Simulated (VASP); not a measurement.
# TiO2 in VASP: further runs

TiO2 is run at these levels: PBE+U; tasks: single point.

Everything below comes from runs of VASP 6.6.1. Logs are shortened: lines on timing, memory, paths and dates and some standing lists are left out, and cuts for length are marked.

## (1) The cell of the first run

The typed cell holds 6 atoms: a = 3.755 Å, b = 3.755 Å, c = 5.494 Å, α = 109.98°, β = 109.98°, γ = 90.00°.

## (2) Single point, PBE+U (atoms shifted along a free coordinate)

INCAR

```
PREC     = Accurate       # precision mode
ENCUT    = 520            # plane-wave cutoff, eV
EDIFF    = 1E-6           # SCF threshold, eV
ISMEAR   = 0              # smearing method
SIGMA    = 0.05           # smearing width, eV
LREAL    = F              # projectors in reciprocal space
LASPH    = T              # aspherical terms in the spheres
NELM     = 150            # most SCF steps
ALGO     = Normal         # electronic algorithm
ISIF     = 2              # what is computed and relaxed
LWAVE    = F              # write WAVECAR
LCHARG   = F              # write CHGCAR
LMAXMIX  = 4              # l up to which the mixer works
LDAU     = T              # DFT+U
LDAUTYPE = 2            
LDAUL    = 2 -1           # shell
LDAUU    = 4 0            # U, eV
LDAUJ    = 0 0          
LDAUPRINT= 1            
GGA      = PE             # functional
NBANDS   = 33             # bands
```

KPOINTS

```
regular mesh
0
Gamma
  6 6 6
```

POSCAR

```
TiO2
1.0
    2.6553285366     -2.6554023247     -0.0198141649
    2.6553285366      2.6554023247     -0.0198141649
   -2.6193061034      0.0000000000      4.8299503602
Ti O
2 4
Direct
    0.1250069486      0.8749930514      0.2500000000
    0.8749930514      0.1250069486      0.7500000000
    0.3240875128      0.0741107881      0.6481847475
    0.6759124872      0.9258892119      0.3518152525
    0.9258892119      0.6759124872      0.8518152525
    0.0741107881      0.3240875128      0.1481847475
```

Potentials or basis: VASP PAW PBE potentials, release 64 (Ti_sv, O).

Launch:

```sh
$ cat potpaw_PBE.64/Ti_sv/POTCAR potpaw_PBE.64/O/POTCAR > POTCAR
$ mpirun -np 1 vasp_std > vasp.out
```

OUTCAR:

```text
PREC = Accurate
   ENCUT = 520
   EDIFF = 1E-6
   ISMEAR = 0
   LREAL = F
   LASPH = T
   NELM = 150
   ISIF = 2
   GGA = PE

 ion  position               nearest neighbor table
   1  0.125  0.875  0.250-   3 1.92   5 1.92   4 1.94   6 1.94   4 1.94   6 1.94
   2  0.875  0.125  0.750-   4 1.92   6 1.92   5 1.94   3 1.94   5 1.94   3 1.94
   3  0.324  0.074  0.648-   1 1.92   2 1.94   2 1.94
   4  0.676  0.926  0.352-   2 1.92   1 1.94   1 1.94
   5  0.926  0.676  0.852-   1 1.92   2 1.94   2 1.94
   6  0.074  0.324  0.148-   2 1.92   1 1.94   1 1.94

  LATTYP: Found a base centered monoclinic cell.
 ALAT       =     5.3108049252
 B/A-ratio  =     0.9999999481
 C/A-ratio  =     1.0345830160
 COS(beta)  =    -0.4832630161

  Lattice vectors:

 A1 = (   2.6553285366,  -2.6554023247,  -0.0198141649)
 A2 = (   2.6553285366,   2.6554023247,  -0.0198141649)
 A3 = (  -2.6193061034,   0.0000000000,   4.8299503602)

Analysis of symmetry for initial positions (statically):
=====================================================================
 Subroutine PRICEL returns:
 Original cell was already a primitive cell.

 Routine SETGRP: Setting up the symmetry group for a
 base centered monoclinic supercell.

 Subroutine GETGRP returns: Found  4 space group operations
 (whereof  2 operations were pure point group operations)
 out of a pool of  4 trial point group operations.

The static configuration has the point symmetry S_2 .
 The point group associated with its full space group is C_2h.

Analysis of symmetry for dynamics (positions and initial velocities):
=====================================================================
 Subroutine PRICEL returns:
 Original cell was already a primitive cell.

 Routine SETGRP: Setting up the symmetry group for a
 base centered monoclinic supercell.

 Subroutine GETGRP returns: Found  4 space group operations
 (whereof  2 operations were pure point group operations)
 out of a pool of  4 trial point group operations.

The dynamic configuration has the point symmetry S_2 .
 The point group associated with its full space group is C_2h.

 Subroutine INISYM returns: Found  4 space group operations
 (whereof  2 operations are pure point group operations),
 and found     1 'primitive' translations

----------------------------------------------------------------------------------------

                                     Primitive cell

  volume of cell :      67.8360

  direct lattice vectors                    reciprocal lattice vectors
     2.655328537 -2.655402325 -0.019814165     0.189065709 -0.188295384  0.102531274
     2.655328537  2.655402325 -0.019814165     0.189065709  0.188295384  0.102531274
    -2.619306103  0.000000000  4.829950360     0.001551229  0.000000000  0.207882704

  length of vectors
     3.755306079  3.755306079  5.494468577     0.285856006  0.285856006  0.207888492

  position of ions in fractional coordinates (direct lattice)
     0.125006949  0.874993051  0.250000000
     0.874993051  0.125006949  0.750000000
     0.324087513  0.074110788  0.648184747
     0.675912487  0.925889212  0.351815253
     0.925889212  0.675912487  0.851815253
     0.074110788  0.324087513  0.148184747

  ion indices of the primitive-cell ions
[... 110 lines left out ...]
   AEXX    =    0.0000 exact exchange contribution
   IVDW    =     0    specifies the selected vdW correction
   LEPSILON=     F    determine dielectric tensor
   LRPA    =     F    only Hartree local field effects (RPA)
 non-spin polarized calculation
 Gauss-broadening in eV      SIGMA  =   0.05
  energy-cutoff  :      520.00
  volume of cell :       67.84
 maximum number of plane-waves:      1852
   NGX = 13   NGY = 13   NGZ = 21

atom =   1  type =  1  l = 2

 onsite density matrix

spin component  1

  0.2465 -0.0010  0.0000  0.0000  0.0000
 -0.0010  0.1096  0.0000  0.0000  0.0000
  0.0000  0.0000  0.2722  0.0021  0.0000
  0.0000  0.0000  0.0021  0.1097  0.0001
  0.0000  0.0000  0.0000  0.0001  0.0972

spin component  2

  0.2465 -0.0010  0.0000  0.0000  0.0000
 -0.0010  0.1096  0.0000  0.0000  0.0000
  0.0000  0.0000  0.2722  0.0021  0.0000
  0.0000  0.0000  0.0021  0.1097  0.0001
  0.0000  0.0000  0.0000  0.0001  0.0972

 occupancies and eigenvectors

  o =  0.0972  v =  0.0000  0.0000 -0.0000  0.0072 -1.0000  0.0000  0.0000  0.0000  0.0000  0.0000      0.0000  0.0000  0.0000  0.0000  0.0000  0.0000  0.0000  0.0000  0.0000  0.0000
  o =  0.0972  v =  0.0000  0.0000  0.0000  0.0000  0.0000  0.0000  0.0000 -0.0000  0.0072 -1.0000      0.0000  0.0000  0.0000  0.0000  0.0000  0.0000  0.0000  0.0000  0.0000  0.0000
  o =  0.1096  v =  0.0074  1.0000  0.0000 -0.0000 -0.0000  0.0000  0.0000  0.0000  0.0000  0.0000      0.0000  0.0000  0.0000  0.0000  0.0000  0.0000  0.0000  0.0000  0.0000  0.0000
  o =  0.1096  v =  0.0000  0.0000  0.0000  0.0000  0.0000  0.0074  1.0000  0.0000 -0.0000 -0.0000      0.0000  0.0000  0.0000  0.0000  0.0000  0.0000  0.0000  0.0000  0.0000  0.0000
  o =  0.1096  v = -0.0000 -0.0000  0.0130 -0.9999 -0.0072  0.0000  0.0000  0.0000  0.0000  0.0000      0.0000  0.0000  0.0000  0.0000  0.0000  0.0000  0.0000  0.0000  0.0000  0.0000
  o =  0.1096  v =  0.0000  0.0000  0.0000  0.0000  0.0000 -0.0000 -0.0000  0.0130 -0.9999 -0.0072      0.0000  0.0000  0.0000  0.0000  0.0000  0.0000  0.0000  0.0000  0.0000  0.0000
  o =  0.2465  v =  1.0000 -0.0074  0.0000  0.0000  0.0000  0.0000  0.0000  0.0000  0.0000  0.0000      0.0000  0.0000  0.0000  0.0000  0.0000  0.0000  0.0000  0.0000  0.0000  0.0000
  o =  0.2465  v =  0.0000  0.0000  0.0000  0.0000  0.0000  1.0000 -0.0074  0.0000  0.0000  0.0000      0.0000  0.0000  0.0000  0.0000  0.0000  0.0000  0.0000  0.0000  0.0000  0.0000
  o =  0.2722  v =  0.0000  0.0000 -0.9999 -0.0130 -0.0000  0.0000  0.0000  0.0000  0.0000  0.0000      0.0000  0.0000  0.0000  0.0000  0.0000  0.0000  0.0000  0.0000  0.0000  0.0000
  o =  0.2722  v =  0.0000  0.0000  0.0000  0.0000  0.0000  0.0000  0.0000 -0.9999 -0.0130 -0.0000      0.0000  0.0000  0.0000  0.0000  0.0000  0.0000  0.0000  0.0000  0.0000  0.0000

atom =   2  type =  1  l = 2

 onsite density matrix

spin component  1

  0.2465 -0.0010  0.0000  0.0000  0.0000
 -0.0010  0.1096  0.0000  0.0000  0.0000
  0.0000  0.0000  0.2722  0.0021  0.0000
  0.0000  0.0000  0.0021  0.1097  0.0001
  0.0000  0.0000  0.0000  0.0001  0.0972

spin component  2

  0.2465 -0.0010  0.0000  0.0000  0.0000
 -0.0010  0.1096  0.0000  0.0000  0.0000
  0.0000  0.0000  0.2722  0.0021  0.0000
  0.0000  0.0000  0.0021  0.1097  0.0001
  0.0000  0.0000  0.0000  0.0001  0.0972

 occupancies and eigenvectors

  o =  0.0972  v =  0.0000  0.0000 -0.0000  0.0072 -1.0000  0.0000  0.0000  0.0000  0.0000  0.0000      0.0000  0.0000  0.0000  0.0000  0.0000  0.0000  0.0000  0.0000  0.0000  0.0000
  o =  0.0972  v =  0.0000  0.0000  0.0000  0.0000  0.0000  0.0000  0.0000 -0.0000  0.0072 -1.0000      0.0000  0.0000  0.0000  0.0000  0.0000  0.0000  0.0000  0.0000  0.0000  0.0000
  o =  0.1096  v =  0.0074  1.0000  0.0000 -0.0000 -0.0000  0.0000  0.0000  0.0000  0.0000  0.0000      0.0000  0.0000  0.0000  0.0000  0.0000  0.0000  0.0000  0.0000  0.0000  0.0000
  o =  0.1096  v =  0.0000  0.0000  0.0000  0.0000  0.0000  0.0074  1.0000  0.0000 -0.0000 -0.0000      0.0000  0.0000  0.0000  0.0000  0.0000  0.0000  0.0000  0.0000  0.0000  0.0000
  o =  0.1096  v = -0.0000 -0.0000  0.0130 -0.9999 -0.0072  0.0000  0.0000  0.0000  0.0000  0.0000      0.0000  0.0000  0.0000  0.0000  0.0000  0.0000  0.0000  0.0000  0.0000  0.0000
  o =  0.1096  v =  0.0000  0.0000  0.0000  0.0000  0.0000 -0.0000 -0.0000  0.0130 -0.9999 -0.0072      0.0000  0.0000  0.0000  0.0000  0.0000  0.0000  0.0000  0.0000  0.0000  0.0000
  o =  0.2465  v =  1.0000 -0.0074  0.0000  0.0000  0.0000  0.0000  0.0000  0.0000  0.0000  0.0000      0.0000  0.0000  0.0000  0.0000  0.0000  0.0000  0.0000  0.0000  0.0000  0.0000
  o =  0.2465  v =  0.0000  0.0000  0.0000  0.0000  0.0000  1.0000 -0.0074  0.0000  0.0000  0.0000      0.0000  0.0000  0.0000  0.0000  0.0000  0.0000  0.0000  0.0000  0.0000  0.0000
  o =  0.2722  v =  0.0000 -0.0000 -0.9999 -0.0130 -0.0000  0.0000  0.0000  0.0000  0.0000  0.0000      0.0000  0.0000  0.0000  0.0000  0.0000  0.0000  0.0000  0.0000  0.0000  0.0000
  o =  0.2722  v =  0.0000  0.0000  0.0000  0.0000  0.0000  0.0000 -0.0000 -0.9999 -0.0130 -0.0000      0.0000  0.0000  0.0000  0.0000  0.0000  0.0000  0.0000  0.0000  0.0000  0.0000

 number of electron      47.9999997 magnetization

 Free energy of the ion-electron system (eV)
  ---------------------------------------------------
  ext. energy  EPLUGINS =         0.00000000
  ---------------------------------------------------
  free energy    TOTEN  =       -48.04092772 eV

  energy without entropy =      -48.04092772  energy(sigma->0) =      -48.04092772

 E-fermi :   3.8759     XC(G=0): -10.7284

 val. band max:        3.6452965662   @ k =  -0.0000  -0.0000   0.5000
 cond. band min:       6.5552476428   @ k =   0.0000   0.0000   0.0000
 fundamental gap:      2.9099510766
 Fermi energy:         3.8759194927

 k-point     1 :       0.0000    0.0000    0.0000
  band No.  band energies     occupation
      1     -53.5238      2.00000
      2     -53.4647      2.00000
      3     -29.9907      2.00000
      4     -29.7120      2.00000
      5     -29.7120      2.00000
      6     -29.6427      2.00000
[... 853 lines left out ...]
     32      10.1051      0.00000
     33      10.2433      0.00000

 [... further k-points ...]

------------------------ aborting loop because EDIFF is reached ----------------------------------------

  FORCE on cell =-STRESS in cart. coord.  units (eV):
  Direction    XX          YY          ZZ          XY          YZ          ZX
  --------------------------------------------------------------------------------------
  -------------------------------------------------------------------------------------
  Total        6.5497401      6.5494067     12.6046632      0.0000000      0.0000000      0.0461043
  in kB      154.6943378    154.6864631    297.7018922      0.0000000      0.0000000      1.0889096
  external PRESSURE =     202.3608977 kB  Pullay stress =       0.0000000 kB

 VOLUME and BASIS-vectors are now :
 -----------------------------------------------------------------------------
  energy-cutoff  :      520.00
  volume of cell :       67.84
      direct lattice vectors                 reciprocal lattice vectors
     2.655328537 -2.655402325 -0.019814165     0.189065709 -0.188295384  0.102531274
     2.655328537  2.655402325 -0.019814165     0.189065709  0.188295384  0.102531274
    -2.619306103  0.000000000  4.829950360     0.001551229  0.000000000  0.207882704

 POSITION                                       TOTAL-FORCE (eV/Angst)
 -----------------------------------------------------------------------------------
      2.00050      1.99151      1.18767        -0.000000     -0.000088     -0.000000
      0.69085     -1.99151      3.60265        -0.000000      0.000088     -0.000000
     -0.64045     -0.66379      3.12281         0.012450      0.000045      1.685927
      3.33180      0.66379      1.66751        -0.012450     -0.000045     -1.685927
      2.02214     -0.66379      4.08249        -0.012450      0.000045     -1.685927
      0.66921      0.66379      0.70784         0.012450     -0.000045      1.685927
 -----------------------------------------------------------------------------------
    total drift:                               -0.000000     -0.000000      0.000000

  FREE ENERGIE OF THE ION-ELECTRON SYSTEM (eV)
  ---------------------------------------------------
  free  energy   TOTEN  =       -48.0409277151 eV

  energy  without entropy=      -48.0409277151  energy(sigma->0) =      -48.04092772
```

Wall time 4.2 min (1 thread of Intel Xeon 8259CL, shared host); peak memory 0.25 GiB.

What came out:

```yaml
Free_energy: -48.0409 eV
Pressure: 20.2 GPa
Largest_force: 1.686 eV/Å
Band_gap_on_the_k_mesh: 2.91 eV (least direct gap 3.15 eV)
```

Forces on the atoms (eV/Å):
```
Ti   0.000  0.000  0.000
Ti   0.000  0.000  0.000
O    0.012  0.000  1.686
O   -0.012  0.000 -1.686
O   -0.012  0.000 -1.686
O    0.012  0.000  1.686
```

Stress tensor (GPa, compression positive):
```
15.47  0.00  0.11
 0.00 15.47  0.00
 0.11  0.00 29.77
```

Levels at points of the mesh, in eV from the valence-band top:
```tsv
k point	band 21	band 22	band 23	band 24	band 25	band 26	band 27	band 28
(0.00, 0.00, 0.00)	-0.59	-0.59	-0.40	-0.40	2.91	3.68	4.96	4.96
(0.50, 0.00, 0.00)	-1.85	-0.87	-0.68	-0.60	3.92	4.20	4.25	4.37
(0.50, 0.50, 0.00)	-1.82	-1.82	-0.24	-0.24	3.93	3.93	4.39	4.39
(0.00, 0.00, 0.50)	-1.08	-1.08	0.00	0.00	3.28	3.28	4.61	4.61
(0.50, 0.00, 0.50)	-1.85	-0.87	-0.68	-0.60	3.92	4.20	4.25	4.37
(0.50, 0.50, 0.50)	-1.82	-1.82	-0.24	-0.24	3.93	3.93	4.39	4.39
```

Eigenvalues of the final occupation matrices:
| site | spin | trace | eigenvalues |
| --- | --- | --- | --- |
| site 1 d | 1 | 0.84 | 0.10 0.11 0.11 0.25 0.27 |
| site 1 d | 2 | 0.84 | 0.10 0.11 0.11 0.25 0.27 |
| site 2 d | 1 | 0.84 | 0.10 0.11 0.11 0.25 0.27 |
| site 2 d | 2 | 0.84 | 0.10 0.11 0.11 0.25 0.27 |

Caveat: the cell differs from its parent crystal (atoms shifted along a free coordinate); the cell stands under pressure; forces of over 1 eV/Å act on the atoms, so gaps and moduli don't describe the material at rest.

## (3) Single point, PBE+U (atoms shifted along a free coordinate)

INCAR

```
ALGO     = Normal         # electronic algorithm
EDIFF    = 1E-6           # SCF threshold, eV
ENCUT    = 520            # plane-wave cutoff, eV
GGA      = PE             # functional
ISIF     = 2              # what is computed and relaxed
ISMEAR   = 0              # smearing method
LASPH    = T              # aspherical terms in the spheres
LCHARG   = T              # write CHGCAR
LDAU     = T              # DFT+U
LDAUJ    = 0 0          
LDAUL    = 2 -1           # shell
LDAUPRINT= 1            
LDAUTYPE = 2            
LDAUU    = 4 0            # U, eV
LELF     = T              # ELF
LMAXMIX  = 4              # l up to which the mixer works
LREAL    = F              # projectors in reciprocal space
LVHAR    = T            
LWAVE    = F              # write WAVECAR
NBANDS   = 33             # bands
NELM     = 150            # most SCF steps
PREC     = Accurate       # precision mode
SIGMA    = 0.05           # smearing width, eV
```

KPOINTS

```
k-points
0
Gamma
  6 6 6
```

POSCAR

```
TiO2
1.0
    2.6553285366     -2.6554023247     -0.0198141649
    2.6553285366      2.6554023247     -0.0198141649
   -2.6193061034      0.0000000000      4.8299503602
Ti O
2 4
Direct
    0.1250069486      0.8749930514      0.2500000000
    0.8749930514      0.1250069486      0.7500000000
    0.3424929808      0.0925162561      0.6849956835
    0.6575070192      0.9074837439      0.3150043165
    0.9074837439      0.6575070192      0.8150043165
    0.0925162561      0.3424929808      0.1849956835
```

Potentials or basis: VASP PAW PBE potentials, release 64 (Ti_sv, O).

Launch:

```sh
$ cat potpaw_PBE.64/Ti_sv/POTCAR potpaw_PBE.64/O/POTCAR > POTCAR
$ mpirun -np 1 vasp_std > vasp.out
```

It took 4.7 min on 1 thread of Intel Xeon 8259CL, shared host; peak memory 0.25 GiB.

Results (log left out):

| Property | Result |
| --- | --- |
| Free energy | -48.0823 eV |
| Pressure | 11.4 GPa |
| Largest force | 1.147 eV/Å |
| Band gap on the k mesh | 2.35 eV (least direct gap 2.99 eV) |

Forces in eV/Å, atoms in the order of the input:
```
Ti   0.000  0.000  0.000
Ti   0.000  0.000  0.000
O   -0.009  0.000 -1.147
O    0.009  0.000  1.147
O    0.009  0.000  1.147
O   -0.009  0.000 -1.147
```

Stress tensor (GPa, compression positive):
```
18.59  0.00 -0.16
 0.00 18.59  0.00
-0.16  0.00 -3.02
```

Levels at points of the mesh, in eV from the valence-band top:
```
           k point  band 22  band 23  band 24  band 25  band 26  band 27
(0.00, 0.00, 0.00)    -0.99    -0.73    -0.73     2.35     3.07     3.71
(0.50, 0.00, 0.00)    -1.36    -1.26    -0.96     3.41     3.52     3.75
(0.50, 0.50, 0.00)    -2.58     0.00     0.00     3.71     3.71     4.14
(0.00, 0.00, 0.50)    -1.65    -0.43    -0.43     2.70     2.70     3.70
(0.50, 0.00, 0.50)    -1.36    -1.26    -0.96     3.41     3.52     3.75
(0.50, 0.50, 0.50)    -2.58     0.00     0.00     3.71     3.71     4.14
```

Eigenvalues of the final occupation matrices:
```tsv
site	spin	trace	eigenvalues
site 1 d	1	0.82	0.10 0.10 0.12 0.23 0.27
site 1 d	2	0.82	0.10 0.10 0.12 0.23 0.27
site 2 d	1	0.82	0.10 0.10 0.12 0.23 0.27
site 2 d	2	0.82	0.10 0.10 0.12 0.23 0.27
```

Caveat: the cell differs from its parent crystal (atoms shifted along a free coordinate); the cell stands under pressure; forces of over 1 eV/Å act on the atoms, so gaps and moduli don't describe the material at rest. A k mesh can miss the band edges.
